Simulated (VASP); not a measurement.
# GaN (Imm2) in VASP: single point with HSE06

Aim: the single point of GaN with HSE06.

All numbers are computed with VASP 6.6.1; they aren't measurements. Logs are shortened: lines on timing, memory, paths and dates and some standing lists are left out, and cuts for length are marked.

**1. The cell of the first run**

Symmetry: Imm2, No. 44, orthorhombic system. The conventional cell has a = 3.102 Å, b = 3.259 Å, c = 4.498 Å, α = 90.00°, β = 90.00°, γ = 90.00°. Ga (site symmetry mm2) has 4 N at 1.93 to 1.96 Å within 2.6 Å. Within 2.6 Å of N (site symmetry mm2) lie 4 Ga at 1.93 to 1.96 Å.

**2. Single point, HSE06 (shear xy strain -5.0%)**

The input, POSCAR:

```
GaN
1.0
   -0.0556615782      2.2489526566      2.2489526566
    2.2489526566     -0.0556615782      2.2489526566
    2.1932910783      2.1932910783      0.0000000000
Ga N
1 1
Direct
   -0.0035965286     -0.0035965286      0.0035965286
    0.2535965286      0.2535965286      0.2464034714
```

The input, INCAR.step1:

```
  ALGO = Normal
  EDIFF = 1E-5
  ENCUT = 520
  GGA = PE
  ISIF = 2
  ISMEAR = 0
  LASPH = True
  LCHARG = False
  LREAL = False
  LWAVE = True
  NBANDS = 16
  NELM = 100
  PREC = Accurate
  SIGMA = 0.01
```

The input, INCAR.step2:

```
  ALGO = Normal
  EDIFF = 1E-6
  ENCUT = 520
  GGA = PE
  HFSCREEN = 0.2079
  ISIF = 2
  ISMEAR = 0
  ISTART = 1
  LASPH = True
  LCHARG = False
  LHFCALC = True
  LREAL = False
  LWAVE = False
  NBANDS = 16
  NELM = 100
  PREC = Accurate
  PRECFOCK = Normal
  SIGMA = 0.01
```

The input, KPOINTS:

```
k-points
0
Gamma
  6 6 6
```

Potentials or basis: VASP PAW PBE potentials, release 64 (Ga_d, N).

The run is started by

```console
$ cat potpaw_PBE.64/Ga_d/POTCAR potpaw_PBE.64/N/POTCAR > POTCAR
$ cp INCAR.step1 INCAR
$ mpirun -np 1 vasp_std > vasp.out
$ cp INCAR.step2 INCAR
$ mpirun -np 1 vasp_std > vasp.out
```

OUTCAR:

```text
EDIFF = 1E-6
   ENCUT = 520
   GGA = PE
   HFSCREEN = 0.2079
   ISIF = 2
   ISMEAR = 0
   ISTART = 1
   LASPH = True
   LHFCALC = True
   LREAL = False
   NELM = 100
   PREC = Accurate
   PRECFOCK = Normal

 ion  position               nearest neighbor table
   1  0.996  0.996  0.004-   2 1.93   2 1.93   2 1.96   2 1.96
   2  0.254  0.254  0.246-   1 1.93   1 1.93   1 1.96   1 1.96

  LATTYP: Found a body centered orthorhombic cell.
 ALAT       =     3.1017819892
 B/A-ratio  =     1.0507562164
 C/A-ratio  =     1.4501036272

  Lattice vectors:

 A1 = (   0.0556615782,  -2.2489526566,  -2.2489526566)
 A2 = (  -0.0556615783,   2.2489526565,  -2.2489526566)
 A3 = (   2.2489526566,  -0.0556615782,   2.2489526566)

Analysis of symmetry for initial positions (statically):
=====================================================================
 Subroutine PRICEL returns:
 Original cell was already a primitive cell.

 Routine SETGRP: Setting up the symmetry group for a
 body centered orthorhombic supercell.

 Subroutine GETGRP returns: Found  4 space group operations
 (whereof  4 operations were pure point group operations)
 out of a pool of  8 trial point group operations.

The static configuration has the point symmetry C_2v.

Analysis of symmetry for dynamics (positions and initial velocities):
=====================================================================
 Subroutine PRICEL returns:
 Original cell was already a primitive cell.

 Routine SETGRP: Setting up the symmetry group for a
 body centered orthorhombic supercell.

 Subroutine GETGRP returns: Found  4 space group operations
 (whereof  4 operations were pure point group operations)
 out of a pool of  8 trial point group operations.

The dynamic configuration has the point symmetry C_2v.

 Subroutine INISYM returns: Found  4 space group operations
 (whereof  4 operations are pure point group operations),
 and found     1 'primitive' translations

----------------------------------------------------------------------------------------

[... 92 lines left out ...]
   EDIFF  = 0.1E-05   stopping-criterion for ELM
   LREAL  =      F    real-space projection
   EDIFFG = 0.1E-04   stopping-criterion for IOM
   NSW    =      0    number of steps for IOM
   IBRION =     -1    ionic relax: 0-MD 1-quasi-New 2-CG
   NFREE  =      0    steps in history (QN), initial steepest desc. (CG)
   ISIF   =      2    stress and relaxation
   ISYM   =      3    0-nonsym 1-usesym 2-fastsym
   POTIM  = 0.5000    time-step for ionic-motion
   TEBEG  =    0.0;   TEEND  =   0.0 temperature during run
   PSTRESS=    0.0 pullay stress
   NELECT =      18.0000    total number of electrons
   NUPDOWN=      -1.0000    fix difference up-down
   EMIN   =  10.00;   EMAX   =-10.00  energy-range for DOS
   EFERMI =   0.00;   METHOD = LEGACY
   ISMEAR =     0;   SIGMA  =   0.01  broadening in eV -4-tet -1-fermi 0-gaus
   EFERMI_NEDOS =   21; number of points for ismear=-14 and -15
   IALGO  =     38    algorithm
   IMIX   =      1    mixing-type and parameters
     AMIX     =   0.40;   BMIX     =  1.00
     AMIX_MAG =   1.60;   BMIX_MAG =  1.00
  volume/ion in A,a.u.               =      11.37        76.71
  Fermi-wavevector in a.u.,A,eV,Ry     =   1.514482  2.861956 31.207073  2.293655
  Thomas-Fermi vector in A             =   2.624133
   LORBIT       =      0    0 simple, 1 ext, 2 COOP (PROOUT), +10 PAW based schemes
   GGA     = PE    functional components
   LHFCALC =     T    Hartree Fock is set to
   PRECFOCK=normal    Normal, Fast or Accurate (Low or Medium for compatibility)
   ENCUT4O =  -1.0   cutoff for four orbital integrals eV
   NKREDX  =     1    reduce k-point grid by
   NKREDY  =     1    reduce k-point grid by
   NKREDZ  =     1    reduce k-point grid by
   AEXX    =    0.2500 exact exchange contribution
   HFSCREEN=    0.2079 screening length (either q_TF or 0.3 A-1)
   HFSCREENC=   0.2079 screening length for correlation (either q_TF or 0.3 A-1)
   ENCUTFOCK=  -1.0 apply spherical cutoff to Coloumb kernel
   IVDW    =     0    specifies the selected vdW correction
   LEPSILON=     F    determine dielectric tensor
   LRPA    =     F    only Hartree local field effects (RPA)
 non-spin polarized calculation
 Gauss-broadening in eV      SIGMA  =   0.01
  energy-cutoff  :      520.00
  volume of cell :       22.74
 maximum number of plane-waves:       624
  NGX = 18; NGY = 18; NGZ = 18

 number of electron      18.0000000 magnetization

 Free energy of the ion-electron system (eV)
  ---------------------------------------------------
  ext. energy  EPLUGINS =         0.00000000
  ---------------------------------------------------
  free energy    TOTEN  =       -14.70959346 eV

  energy without entropy =      -14.70959346  energy(sigma->0) =      -14.70959346

 E-fermi :   4.8783     XC(G=0):  -9.5915

 val. band max:        4.6946995215   @ k =   0.0000   0.0000   0.0000
 cond. band min:       7.5031770244   @ k =   0.0000   0.0000   0.0000
 fundamental gap:      2.8084775029
 Fermi energy:         4.8783178262

 k-point     1 :       0.0000    0.0000    0.0000
  band No.  band energies     occupation
      1     -12.9644      2.00000
      2     -11.0537      2.00000
      3     -11.0520      2.00000
      4     -11.0417      2.00000
      5     -10.7278      2.00000
      6     -10.7268      2.00000
[... 433 lines left out ...]
      3     -10.8205      2.00000
      4     -10.7924      2.00000
      5     -10.6731      2.00000
      6      -8.6833      2.00000
[... 8 lines left out ...]
     15      28.7689      0.00000
     16      29.3578      0.00000

 [... further k-points ...]

------------------------ aborting loop because EDIFF is reached ----------------------------------------

  FORCE on cell =-STRESS in cart. coord.  units (eV):
  Direction    XX          YY          ZZ          XY          YZ          ZX
  --------------------------------------------------------------------------------------
  -------------------------------------------------------------------------------------
  Total        0.0221859      0.0221859     -0.0183351      1.1554807     -0.0000000     -0.0000000
  in kB        1.5634461      1.5634461     -1.2920768     81.4270053     -0.0000000     -0.0000000
  external PRESSURE =       0.6116051 kB  Pullay stress =       0.0000000 kB

 VOLUME and BASIS-vectors are now :
 -----------------------------------------------------------------------------
  energy-cutoff  :      520.00
  volume of cell :       22.74
      direct lattice vectors                 reciprocal lattice vectors
    -0.055661578  2.248952657  2.248952657    -0.216956049  0.216956049  0.222325712
     2.248952657 -0.055661578  2.248952657     0.216956049 -0.216956049  0.222325712
     2.193291078  2.193291078  0.000000000     0.227967918  0.227967918 -0.222325712

 POSITION                                       TOTAL-FORCE (eV/Angst)
 -----------------------------------------------------------------------------------
      2.19329      2.19329      4.48173         0.000000      0.000000      0.008338
      1.09665      1.09665      1.14065        -0.000000     -0.000000     -0.008338
 -----------------------------------------------------------------------------------
    total drift:                                0.000002      0.000002      0.000038

  FREE ENERGIE OF THE ION-ELECTRON SYSTEM (eV)
  ---------------------------------------------------
  free  energy   TOTEN  =       -14.7095934638 eV

  energy  without entropy=      -14.7095934638  energy(sigma->0) =      -14.70959346
```

OSZICAR.step1:

```text
N       E                     dE             d eps       ncg     rms          rms(c)
DAV:   1     0.867678851133E+02    0.86768E+02   -0.94460E+03  1640   0.203E+03
DAV:   2    -0.807671276244E+01   -0.94845E+02   -0.88484E+02  1736   0.342E+02
DAV:   3    -0.140543664413E+02   -0.59777E+01   -0.59581E+01  1696   0.717E+01
DAV:   4    -0.141244687934E+02   -0.70102E-01   -0.70094E-01  1896   0.842E+00
DAV:   5    -0.141253945082E+02   -0.92571E-03   -0.92571E-03  1736   0.852E-01    0.775E+00
DAV:   6    -0.121060663743E+02    0.20193E+01   -0.49317E+00  2216   0.400E+01    0.268E+00
DAV:   7    -0.121145035901E+02   -0.84372E-02   -0.32112E-01  1632   0.653E+00    0.177E+00
DAV:   8    -0.121104428557E+02    0.40607E-02   -0.56328E-02  1640   0.323E+00    0.761E-01
DAV:   9    -0.121064816836E+02    0.39612E-02   -0.13923E-02  2240   0.272E+00    0.196E-01
DAV:  10    -0.121068247597E+02   -0.34308E-03   -0.14987E-03  1744   0.537E-01    0.938E-02
DAV:  11    -0.121067335290E+02    0.91231E-04   -0.26290E-04  2136   0.242E-01    0.899E-03
DAV:  12    -0.121067384828E+02   -0.49537E-05   -0.28227E-05  1696   0.498E-02
   1 F= -.12106738E+02 E0= -.12106738E+02  d E =-.493714-133
```

It took 72 min on 1 thread of Intel Xeon Platinum 8259CL at 2.50GHz (Skylake/Cascade Lake), shared host; peak memory 0.27 GiB.

What came out:

* Free energy: -14.7096 eV
* Pressure: 0.1 GPa
* Largest force: 0.008 eV/Å
* Band gap on the k mesh: 2.81 eV

Forces in eV/Å, atoms in the order of the input:
```
Ga   0.000  0.000  0.008
N    0.000  0.000 -0.008
```

Levels at points of the mesh, in eV from the valence-band top:
```csv
k point,band 6,band 7,band 8,band 9,band 10,band 11,band 12,band 13
"(0.00, 0.00, 0.00)",-15.42,-0.31,-0.18,0.00,2.81,11.22,11.86,12.41
"(0.50, 0.00, 0.00)",-13.88,-7.84,-1.18,-1.00,6.19,10.16,11.99,12.20
"(0.50, 0.50, 0.00)",-13.22,-6.76,-3.43,-2.72,4.17,8.18,13.47,15.73
"(0.00, 0.00, 0.50)",-13.66,-7.65,-1.39,-1.25,5.72,10.31,11.41,11.67
"(0.50, 0.00, 0.50)",-13.21,-6.75,-3.09,-3.08,4.28,8.03,13.36,15.92
```

Caveat: the cell differs from its parent crystal (shear xy strain -5.0%); the structure was generated, so it needn't be the stable form of GaN; the PAW data sets were made with another functional, which shifts forces and pressure a little.
